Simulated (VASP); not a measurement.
A run of VASP 6.6.1 is set up as follows.

File INCAR:

```
PREC = Accurate ; ENCUT = 520
EDIFF = 1E-6 ; ISMEAR = -1
SIGMA = 0.05 ; LREAL = F
LASPH = T ; NELM = 80
ALGO = Normal ; ISIF = 2
LWAVE = F ; LCHARG = F
GGA = PE ; NBANDS = 53
```

The input KPOINTS:

```
regular mesh
0
Gamma
  6 6 2
```

The input POSCAR:

```
Hf2Pd2Se2Br2O3
1.0
    7.5424953772     -1.7099674022     -1.2589000725
    7.5424953772      1.7099674022     -1.2589000725
   -2.1415972169      0.0000000000     13.1425694797
Hf Pd Se Br O
2 2 2 2 3
Direct
    0.9450099779      0.9450099779      0.0604808578
    0.6068325211      0.6068325211      0.2851254640
    0.1770206088      0.1770206088      0.5071492223
    0.3246629153      0.3246629153      0.7427963846
    0.9246423275      0.9246423275      0.8462311331
    0.7894207914      0.7894207914      0.5867819172
    0.5877065091      0.5877065091      0.0480964872
    0.2479423658      0.2479423658      0.2908653423
    0.5931770825      0.5931770825      0.4201924495
    0.3843720442      0.3843720442      0.0695065076
    0.0309028565      0.0309028565      0.2213642344
```

Potentials or basis: VASP PAW PBE potentials, release 64 (Hf_pv, Pd, Se, Br, O).

Command:

```sh
$ cat potpaw_PBE.64/Hf_pv/POTCAR potpaw_PBE.64/Pd/POTCAR potpaw_PBE.64/Se/POTCAR potpaw_PBE.64/Br/POTCAR potpaw_PBE.64/O/POTCAR > POTCAR
$ mpirun -np 1 vasp_std > vasp.out
```

(1) Estimate the largest force.

(2) Predict the band gap on the k mesh.

(3) What does it give for the pressure?

Results:

(1) 0.147 eV/Å.

(2) 0.74 eV (least direct gap 0.75 eV).

(3) -0.4 GPa.

Caveat: semilocal functionals underestimate gaps, and a narrow one can read as zero; spin-orbit coupling is left out, which moves the levels of the heavy elements.
